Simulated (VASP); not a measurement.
A run of VASP 6.6.1:

The input INCAR:

```
SYSTEM = PbO
PREC = Accurate ; ENCUT = 520
EDIFF = 1E-6 ; ISMEAR = 0
SIGMA = 0.02 ; LREAL = .FALSE.
LASPH = .TRUE. ; NELM = 100
ALGO = Normal ; ISIF = 2
LWAVE = .FALSE. ; LCHARG = .FALSE.
GGA = PE ; IVDW = 12
NBANDS = 28
```

KPOINTS

```
Automatic mesh
0
G
  8 8 6
  0 0 0
```

File POSCAR:

```
PbO
1.0
    4.0342382137      0.0000000000      0.0000000000
    0.0000000000      4.0342382137      0.0000000000
    0.0000000000      0.0000000000      4.9930494002
Pb O
2 2
Direct
    0.5000000000      0.0000000000      0.2377668861
    0.0000000000      0.5000000000      0.7622331139
    0.0000000000      0.0000000000      0.0000000000
    0.5000000000      0.5000000000      0.0000000000
```

Potentials or basis: VASP PAW PBE potentials, release 64 (Pb_d, O).

Launch:

```bash
$ cat potpaw_PBE.64/Pb_d/POTCAR potpaw_PBE.64/O/POTCAR > POTCAR
$ mpirun -np 1 vasp_std > vasp.out
```

Hardware: 1 thread of Intel Xeon 6455B, with other jobs on the host.

How long does it take, and how much memory?

Run time: 110 s on 1 thread of Intel Xeon 6455B, with other jobs on the host, peak memory 0.26 GiB. Counts: scf iterations 14, k points 60.
